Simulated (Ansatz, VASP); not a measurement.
## RbBr: VASP beside Ansatz

INCAR

```
SYSTEM = RbBr
PREC = Accurate ; ENCUT = 500
EDIFF = 1E-6 ; ISMEAR = 0
SIGMA = 0.01 ; LREAL = .False.
LASPH = .True. ; NELM = 120
ALGO = Normal ; ISIF = 2
LWAVE = .False. ; LCHARG = .False.
GGA = CA ; NBANDS = 15
GGA_COMPAT = .False.
```

KPOINTS

```
regular mesh
0
Gamma
  4 4 4
  0 0 0
```

File POSCAR:

```
RbBr
1.0
    0.0000000000      3.4270000000      3.4270000000
    3.4270000000      0.0000000000      3.4270000000
    3.4270000000      3.4270000000      0.0000000000
Rb Br
1 1
Direct
    0.0000000000      0.0000000000      0.0000000000
    0.5000000000      0.5000000000      0.5000000000
```

Input for Ansatz:

```yaml
crystal:
  lattice:
    - [0.0, 3.427, 3.427]
    - [3.427, 0.0, 3.427]
    - [3.427, 3.427, 0.0]
  atoms:
    - { symbol: Rb, position: [0.0, 0.0, 0.0] }
    - { symbol: Br, position: [0.5, 0.5, 0.5] }
kpoints:
  mp_grid:
    grid: [4, 4, 4]
hamiltonian:
  xc: lda
  pseudopotentials:
    kind: all_electron
    lapw: {}
scf:
  n_extra_bands: 12
  self_checks: high
  lower_state_search: standard
  occupations:
    method: fixed
```

Alike in both runs: task single point; functional LDA; k mesh 4 × 4 × 4; no spin polarisation.

|  | VASP | Ansatz |
| --- | --- | --- |
| version | VASP 6.6.1 | Ansatz 0.2.0 |
| potentials or method | VASP PAW LDA potentials, release 64 (Rb_sv, Br), cutoff 500 eV | all-electron (LAPW or listed datasets) |
| occupations | gaussian, width 0.01 eV | fixed |

```tsv
	VASP	Ansatz	Ansatz less VASP
gap on the k mesh at the Fermi level (eV)	3.96	3.95	-0.010
```

LDA's correlation is that of Perdew and Zunger in VASP and of Perdew and Wang (1992) in Ansatz. Ansatz ran all-electron here, and VASP with PAW potentials.
